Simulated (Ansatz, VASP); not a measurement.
Li: VASP beside Ansatz

```
Li
1.0
     1.52954    0.88308    7.48574
    -1.52954    0.88308    7.48574
     0.00000   -1.76616    7.48574
Li
3
Direct
  0.00000 0.00000 0.00000
  0.22200 0.22200 0.22200
  0.77800 0.77800 0.77800
```

Change from the starting cell: volume scaled by 0.96.

Alike in both runs: task single point; functional LDA; k mesh 12 × 12 × 12; occupations fermi-dirac, width 0.08 eV; no spin polarisation.

|  | VASP | Ansatz |
| --- | --- | --- |
| version | VASP 6.6.1 | Ansatz 0.2.0 |
| potentials or method | VASP PAW LDA potentials, release 64 (Li_sv), cutoff 520 eV | all-electron LAPW, scalar-relativistic |

```tsv
	VASP	Ansatz	Ansatz less VASP
rms of the force components (eV/Å)	0.004	0.004	-0.0001
```

LDA's correlation is that of Perdew and Zunger in VASP and of Perdew and Wang (1992) in Ansatz. Atom by atom the forces differ by 0.000 eV/Å (rms over components). Ansatz ran all-electron here, and VASP with PAW potentials.

Noted on VASP's run: the cutoff is short for stress, so the pressure is rough.
